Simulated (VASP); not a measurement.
A run of VASP 6.6.1:

File INCAR:

```
SYSTEM = Mg
  ALGO = Fast
  EDIFF = 1E-6
  ENCUT = 520
  GGA = PE
  ISIF = 2
  ISMEAR = -1
  LASPH = .True.
  LCHARG = .False.
  LREAL = .False.
  LWAVE = .False.
  NBANDS = 7
  NELM = 100
  PREC = Accurate
  SIGMA = 0.05
```

Contents of KPOINTS:

```
k-points
0
Gamma
  10 10 10
  0 0 0
```

Contents of POSCAR:

```
Mg
1.0
    0.0000000000      2.2604155797      2.2604155797
    2.2604155797      0.0000000000      2.2604155797
    2.2604155797      2.2604155797      0.0000000000
Mg
1
Direct
    0.0000000000      0.0000000000      0.0000000000
```

Potentials or basis: VASP PAW PBE potentials, release 64 (Mg).

The run is started by

```sh
$ cat potpaw_PBE.64/Mg/POTCAR > POTCAR
$ mpirun -np 1 vasp_std > vasp.out
```

Hardware: 1 thread of Intel(R) Xeon(R) 6975P-C (Granite Rapids), with other jobs on the host.

Estimate the wall time of this run.

Run time: 2.7 s on 1 thread of Intel(R) Xeon(R) 6975P-C (Granite Rapids), on a shared host, peak memory 0.13 GiB. Counts: scf iterations 9, k points 47.
